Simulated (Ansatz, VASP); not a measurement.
# Ag in VASP and in Ansatz

```
CELL_PARAMETERS angstrom
0.00000 2.05190 2.05190
2.05190 0.00000 2.05190
2.05190 2.05190 0.00000
ATOMIC_POSITIONS crystal
Ag 0.00000 0.00000 0.00000
```

Alike in both runs: task single point; functional r2SCAN; k mesh 13 × 13 × 13; occupations fermi-dirac, width 0.1 eV; no spin polarisation.

|  | VASP | Ansatz |
| --- | --- | --- |
| version | VASP 6.6.1 | Ansatz 0.2.0 |
| potentials or method | VASP PAW PBE potentials, release 64 (Ag), cutoff 520 eV | plane waves (500 eV) with PAW, scalar-relativistic |
| valence electrons in the cell | 11 | 19 |

Ansatz gave:

| Property | Result |
| --- | --- |
| pressure (GPa) | 0.0 |

Q: Estimate VASP's values.

A: Pressure (GPa): 0.1.

VASP's potentials were made for PBE, not for r2SCAN. The functional is the same, so the differences come from potentials, cutoffs and numerics. VASP's potentials hold 11 valence electrons a cell and Ansatz's 19, so a difference there can come from the potentials and not from the codes.
